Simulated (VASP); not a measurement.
**Si16H6C: single point with PBE**

The system is Si16H6C, a slab with vacuum.

```
H Si C
1.0
     7.67918    0.00000    0.00000
     3.83959    6.65036    0.00000
     0.00000    0.00000   19.86876
H Si C
6 16 1
Direct
  0.16667 0.16667 0.05033
  0.66667 0.16667 0.05033
  0.16667 0.66667 0.05033
  0.66667 0.66667 0.05033
  0.99758 0.53283 0.39936
  0.46922 0.53292 0.39986
  0.16667 0.16667 0.12583
  0.66667 0.16667 0.12583
  0.16667 0.66667 0.12583
  0.66667 0.66667 0.12583
  0.83385 0.33260 0.16887
  0.33320 0.33360 0.16428
  0.83232 0.83344 0.16184
  0.33407 0.83357 0.16194
  0.81798 0.36415 0.29149
  0.32821 0.34532 0.28307
  0.82021 0.83913 0.27954
  0.33933 0.83976 0.27980
  0.01019 0.97777 0.31467
  0.49250 0.01475 0.32095
  0.99863 0.51784 0.32428
  0.48414 0.51851 0.32475
  0.90105 0.19449 0.36404
```

```
Program                : VASP 6.6.1
Task                   : single point
Functional             : PBE
Potentials or basis    : VASP PAW PBE potentials, release 64 (H, Si, C)
Cutoff                 : 520 eV
k mesh                 : 2 × 2 × 1
Occupations            : gaussian, width 0.02 eV
Spin                   : collinear spin
Starting moments       : [0.0, 0.0, 0.0, 0.0, 0.0, 0.0, 0.0, 0.0, 0.0, 0.0, 0.0, 0.0, 0.0, 0.0, 0.0, 0.0, 0.0, 0.0, 0.0, 0.0, 0.0, 0.0, 1.0] μB
Dipole correction      : no
Further INCAR settings : LREAL = Auto; ALGO = Normal; EDIFF = 1e-07; NBANDS = 58
```

```yaml
Largest_force: 0.336 eV/Å
Net_moment: 0.50 μB per cell
Site_moments: H +0.00, +0.01, -0.00 (each value once); Si -0.00, +0.02, +0.00, +0.01, -0.01, +0.23 (each value once); C -0.16 μB
Valence_electrons_inside_the_program's_atomic_spheres: H 0.57; Si 1.71, 1.72, 1.68, 1.70, 1.69, 1.73, 1.66 (each value once); C 2.34
```

Forces in eV/Å, atoms in the order of the input:
```
H   -0.032  0.068 -0.041
H    0.034  0.068 -0.042
H    0.001  0.006 -0.082
H   -0.003 -0.093 -0.072
H    0.009  0.001  0.003
H    0.000  0.003 -0.015
Si  -0.142  0.175  0.193
Si   0.151  0.180  0.188
Si   0.002 -0.076 -0.103
Si  -0.008 -0.336 -0.020
Si  -0.018  0.009 -0.002
Si   0.010  0.008 -0.003
Si   0.003  0.000 -0.005
Si   0.004 -0.014  0.008
Si   0.006 -0.012  0.000
Si  -0.010 -0.006  0.005
Si   0.003 -0.006  0.008
Si  -0.001  0.001  0.000
Si   0.004 -0.020 -0.026
Si  -0.003  0.002 -0.007
Si  -0.011  0.004  0.004
Si  -0.005 -0.007 -0.008
C    0.006  0.045  0.014
```

Levels at points of the mesh, in eV from the Fermi level:
Spin up:
```tsv
k point	band 33	band 34	band 35	band 36	band 37	band 38	band 39	band 40	band 41	band 42
(0.00, 0.00, 0.00)	-1.32	-1.20	-0.78	-0.65	-0.58	-0.05	0.65	0.83	1.19	1.26
(0.50, 0.00, 0.00)	-2.05	-1.42	-1.37	-0.98	-0.65	0.24	1.37	1.42	1.96	2.13
(0.50, 0.50, 0.00)	-2.05	-1.42	-1.37	-0.98	-0.65	0.25	1.36	1.42	1.96	2.13
(0.00, 0.50, 0.00)	-2.13	-1.45	-1.38	-0.84	-0.53	1.00	1.33	1.41	1.67	1.94
```
Spin down:
```
           k point  band 35  band 36  band 37  band 38  band 39  band 40
(0.00, 0.00, 0.00)    -0.64    -0.59    -0.39     0.05     0.67     0.83
(0.50, 0.00, 0.00)    -1.33    -1.09    -0.15     0.26     1.26     1.50
(0.50, 0.50, 0.00)    -1.33    -1.09    -0.14     0.26     1.25     1.50
(0.00, 0.50, 0.00)    -1.39    -0.84     0.24     0.61     1.34     1.45
```

It took 18 min on 1 thread of Intel(R) Xeon(R) 6975P-C (Granite Rapids), with other jobs on the host, peak memory 1.5 GiB.

Caveat: the k points lie up to 0.47 Å⁻¹ apart.
